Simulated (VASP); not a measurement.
# HfSiO4 (I4_1/amd) in VASP: single point with PBEsol

Aim: the single point of HfSiO4 with PBEsol.

Everything below comes from runs of VASP 6.6.1. Logs are shortened: lines on timing, memory, paths and dates and some standing lists are left out, and cuts for length are marked.

## 1. The cell of the first run

The structure is tetragonal, space group I4_1/amd (No. 141). Conventional cell: a = 6.582 Å, b = 6.582 Å, c = 5.966 Å, α = 90.00°, β = 90.00°, γ = 90.00°. Within 2.8 Å of Hf (site symmetry -4m2) lie 8 O at 2.11 to 2.25 Å. Within 2.2 Å of Si (site symmetry -4m2) lie 4 O at 1.63 Å. O (site symmetry m) has 1 Si at 1.63 Å and 2 Hf at 2.11 to 2.25 Å within 2.3 Å.

## 2. Single point, PBEsol

Contents of INCAR:

```
PREC = Accurate
ENCUT = 520
EDIFF = 1E-7
ISMEAR = 0
SIGMA = 0.02
LREAL = F
LASPH = T
NELM = 60
ALGO = Normal
ISIF = 2
LWAVE = F
LCHARG = T
GGA = PS
LELF = T
LVHAR = T
NBANDS = 50
```

Contents of KPOINTS:

```
regular mesh
0
Gamma
  6 6 6
```

Contents of POSCAR:

```
HfSiO4
1.0
   -3.2910990207      3.2910990207      2.9830504511
    3.2910990207     -3.2910990207      2.9830504511
    3.2910990207      3.2910990207     -2.9830504511
Hf Si O
2 2 8
Direct
    0.7500000000      0.2500000000      0.5000000000
    0.0000000000      0.0000000000      0.0000000000
    0.2500000000      0.7500000000      0.5000000000
    0.5000000000      0.5000000000      0.0000000000
    0.1333343487      0.3181252223      0.8152091264
    0.0681252223      0.7529160959      0.6847908736
    0.5029160959      0.3181252223      0.1847908736
    0.0681252223      0.3833343487      0.3152091264
    0.6166656513      0.9318747777      0.6847908736
    0.6818747777      0.8666656513      0.1847908736
    0.2470839041      0.9318747777      0.3152091264
    0.6818747777      0.4970839041      0.8152091264
```

Potentials or basis: VASP PAW PBE potentials, release 64 (Hf_pv, Si, O).

Run with:

```bash
$ cat potpaw_PBE.64/Hf_pv/POTCAR potpaw_PBE.64/Si/POTCAR potpaw_PBE.64/O/POTCAR > POTCAR
$ mpirun -np 1 vasp_std > vasp.out
```

OUTCAR:

```text
PREC = Accurate
   ENCUT = 520
   EDIFF = 1E-7
   ISMEAR = 0
   LREAL = F
   LASPH = T
   NELM = 60
   ISIF = 2
   GGA = PS

 ion  position               nearest neighbor table
   1  0.750  0.250  0.500-   5 2.11   7 2.11  12 2.11  10 2.11   6 2.25   8 2.25  11 2.25   9 2.25
                             3 2.98   3 2.98   2 3.61   2 3.61   2 3.61   2 3.61
   2  0.000  0.000  0.000-   6 2.11   8 2.11  11 2.11   9 2.11   7 2.25   5 2.25  12 2.25  10 2.25
                             4 2.98   4 2.98   1 3.61   1 3.61   1 3.61   1 3.61
   3  0.250  0.750  0.500-   9 1.63   8 1.63   6 1.63  11 1.63   1 2.98   1 2.98
   4  0.500  0.500  0.000-  10 1.63   5 1.63   7 1.63  12 1.63   2 2.98   2 2.98
   5  0.133  0.318  0.815-   4 1.63   1 2.11   2 2.25
   6  0.068  0.753  0.685-   3 1.63   2 2.11   1 2.25
   7  0.503  0.318  0.185-   4 1.63   1 2.11   2 2.25
   8  0.068  0.383  0.315-   3 1.63   2 2.11   1 2.25
   9  0.617  0.932  0.685-   3 1.63   2 2.11   1 2.25
  10  0.682  0.867  0.185-   4 1.63   1 2.11   2 2.25
  11  0.247  0.932  0.315-   3 1.63   2 2.11   1 2.25
  12  0.682  0.497  0.815-   4 1.63   1 2.11   2 2.25

  LATTYP: Found a body centered tetragonal cell.
 ALAT       =     6.5821980414
 C/A-ratio  =     0.9063994831

  Lattice vectors:

 A1 = (  -3.2910990207,   3.2910990207,   2.9830504511)
 A2 = (   3.2910990207,  -3.2910990207,   2.9830504511)
 A3 = (   3.2910990207,   3.2910990207,  -2.9830504511)

Analysis of symmetry for initial positions (statically):
=====================================================================
 Subroutine PRICEL returns:
 Original cell was already a primitive cell.

 Routine SETGRP: Setting up the symmetry group for a
 body centered tetragonal supercell.

 Subroutine GETGRP returns: Found 16 space group operations
 (whereof  8 operations were pure point group operations)
 out of a pool of 16 trial point group operations.

The static configuration has the point symmetry D_2d.
 The point group associated with its full space group is D_4h.

Analysis of symmetry for dynamics (positions and initial velocities):
=====================================================================
 Subroutine PRICEL returns:
 Original cell was already a primitive cell.

 Routine SETGRP: Setting up the symmetry group for a
 body centered tetragonal supercell.

 Subroutine GETGRP returns: Found 16 space group operations
 (whereof  8 operations were pure point group operations)
 out of a pool of 16 trial point group operations.

The dynamic configuration has the point symmetry D_2d.
 The point group associated with its full space group is D_4h.

 Subroutine INISYM returns: Found 16 space group operations
 (whereof  8 operations are pure point group operations),
 and found     1 'primitive' translations

----------------------------------------------------------------------------------------

                                     Primitive cell

  volume of cell :     129.2416

  direct lattice vectors                    reciprocal lattice vectors
    -3.291099021  3.291099021  2.983050451     0.000000000  0.151924934  0.167613659
     3.291099021 -3.291099021  2.983050451     0.151924934  0.000000000  0.167613659
     3.291099021  3.291099021 -2.983050451     0.151924934  0.151924934  0.000000000

  length of vectors
     5.528223541  5.528223541  5.528223541     0.226220079  0.226220079  0.214854301

  position of ions in fractional coordinates (direct lattice)
     0.750000000  0.250000000  0.500000000
     0.000000000  0.000000000  0.000000000
     0.250000000  0.750000000  0.500000000
     0.500000000  0.500000000  0.000000000
     0.133334349  0.318125222  0.815209126
     0.068125222  0.752916096  0.684790874
     0.502916096  0.318125222  0.184790874
     0.068125222  0.383334349  0.315209126
     0.616665651  0.931874778  0.684790874
     0.681874778  0.866665651  0.184790874
     0.247083904  0.931874778  0.315209126
     0.681874778  0.497083904  0.815209126

  ion indices of the primitive-cell ions
   primitive index   ion index
                 1           1
                 2           2
                 3           3
                 4           4
                 5           5
                 6           6
                 7           7
                 8           8
                 9           9
                10          10
                11          11
                12          12

----------------------------------------------------------------------------------------

 KPOINTS: regular mesh

Automatic generation of k-mesh.
 Grid dimensions read from file:
 generate k-points for:    6    6    6

 Generating k-lattice:

  Cartesian coordinates                     Fractional coordinates (reciprocal lattice)
     0.000000000  0.025320822  0.027935610     0.166666667  0.000000000  0.000000000
     0.025320822  0.000000000  0.027935610     0.000000000  0.166666667  0.000000000
     0.025320822  0.025320822  0.000000000     0.000000000  0.000000000  0.166666667

  Length of vectors
     0.037703346  0.037703346  0.035809050

  Shift w.r.t. Gamma in fractional coordinates (k-lattice)
     0.000000000  0.000000000  0.000000000

 Subroutine IBZKPT returns following result:
 ===========================================

 Found     30 irreducible k-points:

 Following reciprocal coordinates:
            Coordinates               Weight
  0.000000  0.000000  0.000000      1.000000
  0.166667  0.000000  0.000000      8.000000
  0.333333  0.000000 -0.000000      8.000000
  0.500000  0.000000  0.000000      4.000000
  0.166667  0.166667 -0.000000      8.000000
  0.333333  0.166667 -0.000000     16.000000
[... 16 lines left out ...]
 -0.333333 -0.333333  0.166667      8.000000
 -0.166667 -0.333333  0.166667      8.000000
 [... further k-points ...]
   k-points           NKPTS =     30   k-points in BZ     NKDIM =     30   number of bands    NBANDS=     50
   number of dos      NEDOS =    301   number of ions     NIONS =     12
   total plane-waves  NPLWV =  74088
   dimension x,y,z NGX =    42 NGY =   42 NGZ =   42
   dimension x,y,z NGXF=    84 NGYF=   84 NGZF=   84
   ions per type =               2   2   8
   NGX,Y,Z   is equivalent  to a cutoff of  12.63, 12.63, 12.63 a.u.
   NGXF,Y,Z  is equivalent  to a cutoff of  25.26, 25.26, 25.26 a.u.
 SYSTEM =  unknown system
   PREC   = accura    normal or accurate (medium, high low for compatibility)
   ISTART =      0    job   : 0-new  1-cont  2-samecut
   ICHARG =      2    charge: 1-file 2-atom 10-const
   ISPIN  =      1    spin polarized calculation?
   LNONCOLLINEAR =      F non collinear calculations
   LSORBIT =      F    spin-orbit coupling
   LASPH  =      T    aspherical Exc in radial PAW
   ENCUT  =  520.0 eV  38.22 Ry    6.18 a.u.  10.28 10.28 10.28*2*pi/ulx,y,z
   NELM   =     60;   NELMIN=  2; NELMDL= -5     # of ELM steps
   EDIFF  = 0.1E-06   stopping-criterion for ELM
   LREAL  =      F    real-space projection
   EDIFFG = 0.1E-05   stopping-criterion for IOM
   NSW    =      0    number of steps for IOM
   IBRION =     -1    ionic relax: 0-MD 1-quasi-New 2-CG
   NFREE  =      0    steps in history (QN), initial steepest desc. (CG)
   ISIF   =      2    stress and relaxation
   ISYM   =      2    0-nonsym 1-usesym 2-fastsym
   POTIM  = 0.5000    time-step for ionic-motion
   TEBEG  =    0.0;   TEEND  =   0.0 temperature during run
   PSTRESS=    0.0 pullay stress
   NELECT =      76.0000    total number of electrons
   NUPDOWN=      -1.0000    fix difference up-down
   EMIN   =  10.00;   EMAX   =-10.00  energy-range for DOS
   EFERMI =   0.00;   METHOD = LEGACY
   ISMEAR =     0;   SIGMA  =   0.02  broadening in eV -4-tet -1-fermi 0-gaus
   EFERMI_NEDOS =   21; number of points for ismear=-14 and -15
   IALGO  =     38    algorithm
   IMIX   =      4    mixing-type and parameters
     AMIX     =   0.40;   BMIX     =  1.00
     AMIX_MAG =   1.60;   BMIX_MAG =  1.00
  volume/ion in A,a.u.               =      10.77        72.68
  Fermi-wavevector in a.u.,A,eV,Ry     =   1.371551  2.591855 25.594618  1.881151
  Thomas-Fermi vector in A             =   2.497237
   LORBIT       =      0    0 simple, 1 ext, 2 COOP (PROOUT), +10 PAW based schemes
   GGA     = PS    functional components
   LHFCALC =     F    Hartree Fock is set to
   AEXX    =    0.0000 exact exchange contribution
   IVDW    =     0    specifies the selected vdW correction
   LEPSILON=     F    determine dielectric tensor
   LRPA    =     F    only Hartree local field effects (RPA)
 non-spin polarized calculation
 Gauss-broadening in eV      SIGMA  =   0.02
  energy-cutoff  :      520.00
  volume of cell :      129.24
 maximum number of plane-waves:      3503
 NGX is ok and might be reduce to    42
   NGX = 21   NGY = 21   NGZ = 21

 number of electron      76.0000005 magnetization

 Free energy of the ion-electron system (eV)
  ---------------------------------------------------
  ext. energy  EPLUGINS =         0.00000000
  ---------------------------------------------------
  free energy    TOTEN  =      -113.44878749 eV

  energy without entropy =     -113.44878749  energy(sigma->0) =     -113.44878749

 E-fermi :   3.3397     XC(G=0): -11.3432

 val. band max:        3.1506277438   @ k =   0.0000   0.0000   0.0000
 cond. band min:       8.4903739859   @ k =   0.3333   0.3333   0.1667
 fundamental gap:      5.3397462421
 Fermi energy:         3.3396972262

 k-point     1 :       0.0000    0.0000    0.0000
  band No.  band energies     occupation
      1     -26.0777      2.00000
      2     -26.0777      2.00000
      3     -26.0019      2.00000
      4     -25.9911      2.00000
      5     -25.8944      2.00000
      6     -25.8944      2.00000
[... 42 lines left out ...]
     49      12.3287      0.00000
     50      12.8248      0.00000
[... 1217 lines left out ...]
     49      11.9885      0.00000
     50      12.5951      0.00000

 [... further k-points ...]

------------------------ aborting loop because EDIFF is reached ----------------------------------------

  FORCE on cell =-STRESS in cart. coord.  units (eV):
  Direction    XX          YY          ZZ          XY          YZ          ZX
  --------------------------------------------------------------------------------------
  -------------------------------------------------------------------------------------
  Total       -1.2153251     -1.2153251     -0.8100106      0.0000000     -0.0000000      0.0000000
  in kB      -15.0660898    -15.0660898    -10.0415047      0.0000000     -0.0000000      0.0000000
  external PRESSURE =     -13.3912281 kB  Pullay stress =       0.0000000 kB

 VOLUME and BASIS-vectors are now :
 -----------------------------------------------------------------------------
  energy-cutoff  :      520.00
  volume of cell :      129.24
      direct lattice vectors                 reciprocal lattice vectors
    -3.291099021  3.291099021  2.983050451     0.000000000  0.151924934  0.167613659
     3.291099021 -3.291099021  2.983050451     0.151924934  0.000000000  0.167613659
     3.291099021  3.291099021 -2.983050451     0.151924934  0.151924934  0.000000000

 POSITION                                       TOTAL-FORCE (eV/Angst)
 -----------------------------------------------------------------------------------
     -0.00000      3.29110      1.49153        -0.000000      0.000000      0.000000
      0.00000      0.00000      0.00000        -0.000000      0.000000     -0.000000
      3.29110     -0.00000      1.49153        -0.000000      0.000000     -0.000000
      0.00000      0.00000      2.98305        -0.000000      0.000000     -0.000000
      3.29110      2.07477     -1.08508        -0.000000     -0.161670     -0.162139
      4.50743      0.00000      0.40644         0.161670      0.000000     -0.162139
      0.00000      1.21633      1.89797        -0.000000      0.161670     -0.162139
      2.07477      0.00000      0.40644        -0.161670      0.000000     -0.162139
      3.29110      1.21633      2.57661         0.000000      0.161670      0.162139
      1.21633      0.00000      4.06813         0.161670      0.000000      0.162139
      3.29110     -1.21633      2.57661        -0.000000     -0.161670      0.162139
      2.07477      3.29110      1.08508        -0.161670      0.000000      0.162139
 -----------------------------------------------------------------------------------
    total drift:                               -0.000000      0.000000      0.000000

  FREE ENERGIE OF THE ION-ELECTRON SYSTEM (eV)
  ---------------------------------------------------
  free  energy   TOTEN  =      -113.4487874921 eV

  energy  without entropy=     -113.4487874921  energy(sigma->0) =     -113.44878749
```

Run time: 6.7 min. Hardware: 1 thread of AMD EPYC 7R13, shared host; peak memory 0.32 GiB.

Results:

* Free energy: -113.4488 eV
* Pressure: -1.3 GPa
* Largest force: 0.229 eV/Å
* Band gap on the k mesh: 5.34 eV (least direct gap 5.69 eV)

Forces on the atoms (eV/Å):
```
Hf   0.000  0.000  0.000
Hf   0.000  0.000  0.000
Si   0.000  0.000  0.000
Si   0.000  0.000  0.000
O    0.000 -0.162 -0.162
O    0.162  0.000 -0.162
O    0.000  0.162 -0.162
O   -0.162  0.000 -0.162
O    0.000  0.162  0.162
O    0.162  0.000  0.162
O    0.000 -0.162  0.162
O   -0.162  0.000  0.162
```

Caveat: the PAW data sets were made with another functional, which shifts forces and pressure a little; spin-orbit coupling is left out, which moves the levels of the heavy elements.
